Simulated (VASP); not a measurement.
# Sr (Fm-3m) in VASP: settings compared

Aim: see how the results for Sr move with the level of theory and the settings. Levels: PBE, HSE06. Tasks: single point.

All numbers are computed with VASP 6.6.1; they aren't measurements. Logs are shortened: lines on timing, memory, paths and dates and some standing lists are left out, and cuts for length are marked.

## (1) The cell of the first run

Symmetry: Fm-3m, No. 225, cubic system. The conventional cell has a = 6.080 Å, b = 6.080 Å, c = 6.080 Å, α = 90.00°, β = 90.00°, γ = 90.00°. Within 5.6 Å of Sr (site symmetry m-3m) lie 12 Sr at 4.30 Å.

## (2) Single point, PBE

File INCAR:

```
PREC = Accurate ; ENCUT = 520
EDIFF = 1E-6 ; ISMEAR = 0
SIGMA = 0.05 ; LREAL = False
LASPH = True ; NELM = 60
ALGO = Normal ; ISIF = 2
LWAVE = False ; LCHARG = True
GGA = PE ; LELF = True
LVHAR = True ; NBANDS = 11
```

File KPOINTS:

```
Automatic mesh
0
Gamma
  6 6 6
```

File POSCAR:

```
Sr
1.0
    0.0000000000      3.0400000000      3.0400000000
    3.0400000000      0.0000000000      3.0400000000
    3.0400000000      3.0400000000      0.0000000000
Sr
1
Direct
    0.0000000000      0.0000000000      0.0000000000
```

Potentials or basis: VASP PAW PBE potentials, release 64 (Sr_sv).

Launch:

```sh
> cat potpaw_PBE.64/Sr_sv/POTCAR > POTCAR
> mpirun -np 1 vasp_std > vasp.out
```

OUTCAR:

```text
PREC = Accurate
   ENCUT = 520
   EDIFF = 1E-6
   ISMEAR = 0
   LREAL = False
   LASPH = True
   NELM = 60
   ISIF = 2
   GGA = PE

 ion  position               nearest neighbor table
   1  0.000  0.000  0.000-

  LATTYP: Found a face centered cubic cell.
 ALAT       =     6.0800000000

  Lattice vectors:

 A1 = (   0.0000000000,   3.0400000000,   3.0400000000)
 A2 = (   3.0400000000,   0.0000000000,   3.0400000000)
 A3 = (   3.0400000000,   3.0400000000,   0.0000000000)

Analysis of symmetry for initial positions (statically):
=====================================================================
 Subroutine PRICEL returns:
 Original cell was already a primitive cell.

 Routine SETGRP: Setting up the symmetry group for a
 face centered cubic supercell.

 Subroutine GETGRP returns: Found 48 space group operations
 (whereof 48 operations were pure point group operations)
 out of a pool of 48 trial point group operations.

The static configuration has the point symmetry O_h .

Analysis of symmetry for dynamics (positions and initial velocities):
=====================================================================
 Subroutine PRICEL returns:
 Original cell was already a primitive cell.

 Routine SETGRP: Setting up the symmetry group for a
 face centered cubic supercell.

 Subroutine GETGRP returns: Found 48 space group operations
 (whereof 48 operations were pure point group operations)
 out of a pool of 48 trial point group operations.

The dynamic configuration has the point symmetry O_h .

 Subroutine INISYM returns: Found 48 space group operations
 (whereof 48 operations are pure point group operations),
 and found     1 'primitive' translations

----------------------------------------------------------------------------------------

                                     Primitive cell

  volume of cell :      56.1889

  direct lattice vectors                    reciprocal lattice vectors
     0.000000000  3.040000000  3.040000000    -0.164473684  0.164473684  0.164473684
     3.040000000  0.000000000  3.040000000     0.164473684 -0.164473684  0.164473684
     3.040000000  3.040000000  0.000000000     0.164473684  0.164473684 -0.164473684

  length of vectors
     4.299209230  4.299209230  4.299209230     0.284876778  0.284876778  0.284876778

  position of ions in fractional coordinates (direct lattice)
     0.000000000  0.000000000  0.000000000

  ion indices of the primitive-cell ions
   primitive index   ion index
                 1           1

----------------------------------------------------------------------------------------

 KPOINTS: Automatic mesh

Automatic generation of k-mesh.
 Grid dimensions read from file:
 generate k-points for:    6    6    6

 Generating k-lattice:

  Cartesian coordinates                     Fractional coordinates (reciprocal lattice)
    -0.027412281  0.027412281  0.027412281     0.166666667  0.000000000  0.000000000
     0.027412281 -0.027412281  0.027412281     0.000000000  0.166666667  0.000000000
     0.027412281  0.027412281 -0.027412281     0.000000000  0.000000000  0.166666667

  Length of vectors
     0.047479463  0.047479463  0.047479463

  Shift w.r.t. Gamma in fractional coordinates (k-lattice)
     0.000000000  0.000000000  0.000000000

 Subroutine IBZKPT returns following result:
 ===========================================

 Found     16 irreducible k-points:

 Following reciprocal coordinates:
            Coordinates               Weight
  0.000000  0.000000  0.000000      1.000000
  0.166667  0.000000  0.000000      8.000000
  0.333333  0.000000  0.000000      8.000000
  0.500000  0.000000  0.000000      4.000000
  0.166667  0.166667  0.000000      6.000000
  0.333333  0.166667  0.000000     24.000000
[... 8 lines left out ...]
 -0.333333  0.333333  0.166667     24.000000
 -0.333333  0.500000  0.166667     12.000000
   k-points           NKPTS =     16   k-points in BZ     NKDIM =     16   number of bands    NBANDS=     11
   number of dos      NEDOS =    301   number of ions     NIONS =      1
   total plane-waves  NPLWV =  32768
   dimension x,y,z NGX =    32 NGY =   32 NGZ =   32
   dimension x,y,z NGXF=    64 NGYF=   64 NGZF=   64
   ions per type =               1
   NGX,Y,Z   is equivalent  to a cutoff of  12.37, 12.37, 12.37 a.u.
   NGXF,Y,Z  is equivalent  to a cutoff of  24.75, 24.75, 24.75 a.u.
 SYSTEM =  unknown system
   PREC   = accura    normal or accurate (medium, high low for compatibility)
   ISTART =      0    job   : 0-new  1-cont  2-samecut
   ICHARG =      2    charge: 1-file 2-atom 10-const
   ISPIN  =      1    spin polarized calculation?
   LNONCOLLINEAR =      F non collinear calculations
   LSORBIT =      F    spin-orbit coupling
   LASPH  =      T    aspherical Exc in radial PAW
   ENCUT  =  520.0 eV  38.22 Ry    6.18 a.u.   7.99  7.99  7.99*2*pi/ulx,y,z
   NELM   =     60;   NELMIN=  2; NELMDL= -5     # of ELM steps
   EDIFF  = 0.1E-05   stopping-criterion for ELM
   LREAL  =      F    real-space projection
   EDIFFG = 0.1E-04   stopping-criterion for IOM
   NSW    =      0    number of steps for IOM
   IBRION =     -1    ionic relax: 0-MD 1-quasi-New 2-CG
   NFREE  =      0    steps in history (QN), initial steepest desc. (CG)
   ISIF   =      2    stress and relaxation
   ISYM   =      2    0-nonsym 1-usesym 2-fastsym
   POTIM  = 0.5000    time-step for ionic-motion
   TEBEG  =    0.0;   TEEND  =   0.0 temperature during run
   PSTRESS=    0.0 pullay stress
   NELECT =      10.0000    total number of electrons
   NUPDOWN=      -1.0000    fix difference up-down
   EMIN   =  10.00;   EMAX   =-10.00  energy-range for DOS
   EFERMI =   0.00;   METHOD = LEGACY
   ISMEAR =     0;   SIGMA  =   0.05  broadening in eV -4-tet -1-fermi 0-gaus
   EFERMI_NEDOS =   21; number of points for ismear=-14 and -15
   IALGO  =     38    algorithm
   IMIX   =      4    mixing-type and parameters
     AMIX     =   0.40;   BMIX     =  1.00
     AMIX_MAG =   1.60;   BMIX_MAG =  1.00
  volume/ion in A,a.u.               =      56.19       379.18
  Fermi-wavevector in a.u.,A,eV,Ry     =   0.920855  1.740164 11.537386  0.847974
  Thomas-Fermi vector in A             =   2.046207
   LORBIT       =      0    0 simple, 1 ext, 2 COOP (PROOUT), +10 PAW based schemes
   GGA     = PE    functional components
   LHFCALC =     F    Hartree Fock is set to
   AEXX    =    0.0000 exact exchange contribution
   IVDW    =     0    specifies the selected vdW correction
   LEPSILON=     F    determine dielectric tensor
   LRPA    =     F    only Hartree local field effects (RPA)
 non-spin polarized calculation
 Gauss-broadening in eV      SIGMA  =   0.05
  energy-cutoff  :      520.00
  volume of cell :       56.19
 maximum number of plane-waves:      1527
   NGX = 15   NGY = 15   NGZ = 15

 number of electron      10.0000000 magnetization

 Free energy of the ion-electron system (eV)
  ---------------------------------------------------
  ext. energy  EPLUGINS =         0.00000000
  ---------------------------------------------------
  free energy    TOTEN  =        -1.61138828 eV

  energy without entropy =       -1.60559070  energy(sigma->0) =       -1.60848949

 E-fermi :   1.5128     XC(G=0):  -7.2834

 val. band max:        1.4959654561   @ k =  -0.3333   0.3333   0.1667
 cond. band min:       1.5319721858   @ k =  -0.3333   0.3333   0.1667
 fundamental gap:      0.0360067297
 Fermi energy:         1.5127812419

 k-point     1 :       0.0000    0.0000    0.0000
  band No.  band energies     occupation
      1     -35.1335      2.00000
      2     -17.0258      2.00000
      3     -17.0258      2.00000
      4     -17.0258      2.00000
      5      -2.1007      2.00000
      6       3.8377      0.00000
      7       3.8377      0.00000
      8       3.8377      0.00000
      9       5.2728      0.00000
     10       5.2728      0.00000
     11       8.5479      0.00000

 k-point     2 :       0.1667    0.0000    0.0000
  band No.  band energies     occupation
      1     -35.1303      2.00000
      2     -17.0720      2.00000
      3     -17.0321      2.00000
      4     -17.0321      2.00000
      5      -1.6725      2.00000
      6       3.2562      0.00000
      7       3.9902      0.00000
      8       3.9902      0.00000
      9       5.1055      0.00000
     10       5.1055      0.00000
     11       8.9541      0.00000

 k-point     3 :       0.3333    0.0000    0.0000
  band No.  band energies     occupation
      1     -35.1241      2.00000
      2     -17.1625      2.00000
      3     -17.0446      2.00000
      4     -17.0446      2.00000
      5      -0.5606      2.00000
      6       2.2782      0.00000
      7       3.8558      0.00000
      8       3.8558      0.00000
      9       5.6120      0.00000
     10       5.6120      0.00000
     11       7.5904      0.00000

 k-point     4 :       0.5000    0.0000    0.0000
  band No.  band energies     occupation
      1     -35.1209      2.00000
      2     -17.2068      2.00000
      3     -17.0508      2.00000
      4     -17.0508      2.00000
      5       0.4050      2.00000
      6       1.5508      0.28247
      7       3.6837      0.00000
      8       3.6837      0.00000
      9       6.2883      0.00000
     10       6.2883      0.00000
     11       6.9988      0.00000

 k-point     5 :       0.1667    0.1667    0.0000
  band No.  band energies     occupation
      1     -35.1293      2.00000
      2     -17.0706      2.00000
      3     -17.0424      2.00000
      4     -17.0424      2.00000
      5      -1.5314      2.00000
      6       3.1423      0.00000
      7       4.1232      0.00000
      8       4.1232      0.00000
      9       4.3700      0.00000
     10       5.4924      0.00000
     11       9.8958      0.00000
[... 99 lines left out ...]
 k-point    13 :       0.5000    0.5000    0.0000
  band No.  band energies     occupation
      1     -35.1168      2.00000
      2     -17.1963      2.00000
      3     -17.0920      2.00000
      4     -17.0920      2.00000
      5       0.8951      2.00000
      6       1.8769      0.00000
      7       2.5208      0.00000
      8       6.2952      0.00000
      9       6.5830      0.00000
     10       6.5838      0.00000
     11       6.7250      0.00000

 k-point    14 :       0.5000    0.3333    0.1667
  band No.  band energies     occupation
      1     -35.1199      2.00000
      2     -17.1608      2.00000
      3     -17.0995      2.00000
      4     -17.0665      2.00000
      5       0.3482      2.00000
      6       2.2244      0.00000
      7       2.6673      0.00000
      8       4.4797      0.00000
      9       5.2588      0.00000
     10       6.5314      0.00000
     11       7.2772      0.00000

 k-point    15 :      -0.3333    0.3333    0.1667
  band No.  band energies     occupation
      1     -35.1178      2.00000
      2     -17.1664      2.00000
      3     -17.1213      2.00000
      4     -17.0767      2.00000
      5       1.4960      1.36566
      6       1.5320      0.58727
      7       2.4984      0.00000
      8       4.1744      0.00000
      9       5.6703      0.00000
     10       6.6490      0.00000
     11       6.7121      0.00000

 k-point    16 :      -0.3333    0.5000    0.1667
  band No.  band energies     occupation
      1     -35.1168      2.00000
      2     -17.1705      2.00000
      3     -17.1183      2.00000
      4     -17.0933      2.00000
      5       1.3569      1.99999
      6       1.9933      0.00000
      7       2.3076      0.00000
      8       4.2179      0.00000
      9       6.5868      0.00000
     10       6.7421      0.00000
     11       6.8283      0.00000

------------------------ aborting loop because EDIFF is reached ----------------------------------------

  FORCE on cell =-STRESS in cart. coord.  units (eV):
  Direction    XX          YY          ZZ          XY          YZ          ZX
  --------------------------------------------------------------------------------------
  -------------------------------------------------------------------------------------
  Total       -0.0942544     -0.0942544     -0.0942544      0.0000000      0.0000000      0.0000000
  in kB       -2.6875807     -2.6875807     -2.6875807      0.0000000      0.0000000      0.0000000
  external PRESSURE =      -2.6875807 kB  Pullay stress =       0.0000000 kB

 VOLUME and BASIS-vectors are now :
 -----------------------------------------------------------------------------
  energy-cutoff  :      520.00
  volume of cell :       56.19
      direct lattice vectors                 reciprocal lattice vectors
     0.000000000  3.040000000  3.040000000    -0.164473684  0.164473684  0.164473684
     3.040000000  0.000000000  3.040000000     0.164473684 -0.164473684  0.164473684
     3.040000000  3.040000000  0.000000000     0.164473684  0.164473684 -0.164473684

 POSITION                                       TOTAL-FORCE (eV/Angst)
 -----------------------------------------------------------------------------------
      0.00000      0.00000      0.00000         0.000000      0.000000      0.000000
 -----------------------------------------------------------------------------------
    total drift:                                0.000000      0.000000      0.000000

  FREE ENERGIE OF THE ION-ELECTRON SYSTEM (eV)
  ---------------------------------------------------
  free  energy   TOTEN  =        -1.6113882829 eV

  energy  without entropy=       -1.6055906971  energy(sigma->0) =       -1.60848949
```

It took 7.2 s on 1 thread of Intel Xeon Platinum 8259CL at 2.50GHz (Skylake/Cascade Lake), shared host; peak memory 0.17 GiB.

What came out:

| Property | Result |
| --- | --- |
| Free energy | -1.6114 eV |
| Pressure | -0.3 GPa |

## (3) Single point, HSE06

This run uses another cell than the first one, of 54.84 Å³/atom.

File POSCAR:

```
Sr
1.0
    0.0000000000      3.0154539400      3.0154539400
    3.0154539400      0.0000000000      3.0154539400
    3.0154539400      3.0154539400      0.0000000000
Sr
1
Direct
    0.0000000000      0.0000000000      0.0000000000
```

File INCAR.step1:

```
PREC = Accurate ; ENCUT = 520
EDIFF = 1E-5 ; ISMEAR = 0
SIGMA = 0.05 ; LREAL = False
LASPH = True ; NELM = 80
ALGO = Normal ; ISIF = 2
LWAVE = True ; NBANDS = 11
GGA = PE
```

File INCAR.step2:

```
PREC = Accurate ; ENCUT = 520
EDIFF = 1E-7 ; ISMEAR = 0
SIGMA = 0.05 ; LREAL = False
LASPH = True ; NELM = 80
ALGO = Normal ; ISIF = 2
LWAVE = False ; LCHARG = True
GGA = PE ; LHFCALC = True
HFSCREEN = 0.2079 ; PRECFOCK = Normal
LELF = True ; LVHAR = True
NBANDS = 11 ; ISTART = 1
```

KPOINTS is that of step 2.

Potentials or basis: VASP PAW PBE potentials, release 64 (Sr_sv).

Launch:

```sh
> cat potpaw_PBE.64/Sr_sv/POTCAR > POTCAR
> cp INCAR.step1 INCAR
> mpirun -np 1 vasp_std > vasp.out
> cp INCAR.step2 INCAR
> mpirun -np 1 vasp_std > vasp.out
```

Run time: 16 min. Hardware: 1 thread of Intel Xeon Platinum 8259CL at 2.50GHz (Skylake/Cascade Lake), shared host; peak memory 0.29 GiB.

It converged, with:

- Free energy: -1.5768 eV
- Pressure: 0.4 GPa
- Band gap on the k mesh: zero (bands 5 and 6 overlap by 0.07 eV)

Levels at points of the mesh, in eV from the Fermi level:
```
           k point  band 3  band 4  band 5  band 6  band 7  band 8
(0.00, 0.00, 0.00)  -20.23  -20.23   -4.33    2.91    2.91    2.91
(0.50, 0.00, 0.00)  -20.26  -20.26   -1.13   -0.10    2.70    2.70
(0.50, 0.50, 0.00)  -20.31  -20.31   -0.71    0.72    1.12    5.62
```

Caveat: the PAW data sets were made with another functional, which shifts forces and pressure a little.

The gap in the log of VASP goes by the Fermi energy; the results here count the filled bands.